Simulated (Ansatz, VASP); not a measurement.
Two plane-wave programs on CaMg

The input INCAR:

```
PREC = Accurate ; ENCUT = 520
EDIFF = 1E-6 ; ISMEAR = 0
SIGMA = 0.15 ; LREAL = F
LASPH = T ; NELM = 100
ALGO = Fast ; ISIF = 2
LWAVE = F ; LCHARG = T
LELF = T ; LVHAR = T
NBANDS = 13
```

Contents of KPOINTS:

```
regular mesh
0
Gamma
  12 12 12
```

The input POSCAR:

```
CaMg
1.0
    4.1890349556      0.0000000000      0.0000000000
    0.0000000000      3.7432410444      0.0000000000
    0.0000000000      0.0000000000      3.9661380000
Ca Mg
1 1
Direct
    0.0000000000      0.0000000000      0.0000000000
    0.5000000000      0.5000000000      0.5000000000
```

Input for Ansatz:

```yaml
crystal:
  lattice:
    - [4.1890349556, 0.0, 0.0]
    - [0.0, 3.7432410444, 0.0]
    - [0.0, 0.0, 3.966138]
  atoms:
    - { symbol: Ca, position: [0.0, 0.0, 0.0] }
    - { symbol: Mg, position: [0.5, 0.5, 0.5] }
basis:
  ecutwfc: 420
kpoints:
  mp_grid: { grid: [12, 12, 12] }
hamiltonian:
  xc: lda
scf:
  occupations: { method: gaussian, width: 0.15 }
output:
  forces: true
  stress: true
  eigenvalues: true
```

Change from the starting cell: strain +0.0562 x Voigt [1, -1, 0, 0, 0, 0], atoms carried along.

Alike in both runs: task single point; functional LDA; k mesh 12 × 12 × 12; occupations gaussian, width 0.15 eV; no spin polarisation.

```csv
,VASP,Ansatz
version,VASP 6.6.1,Ansatz 0.2.0
potentials or method,"VASP PAW LDA potentials, release 64 (Ca_sv, Mg), cutoff 520 eV","scalar-relativistic, plane waves, PAW"
valence electrons in the cell,12,20
```

Ansatz gave:

```
gap on the k mesh at the Fermi level (eV)                     : none
pressure (GPa)                                                : -1.9
traceless stress, the component that is largest in VASP (GPa) : 0.81
```

Q: Estimate VASP's values.

A: gap on the k mesh at the Fermi level (eV): none; pressure (GPa): -2.1; traceless stress, the component that is largest in VASP (GPa): 0.82.

LDA's correlation is that of Perdew and Zunger in VASP and of Perdew and Wang (1992) in Ansatz. A gap of «none» marks a metal or a gap that the smearing closes. VASP's potentials hold 12 valence electrons a cell and Ansatz's 20, so a difference there can come from the potentials and not from the codes.
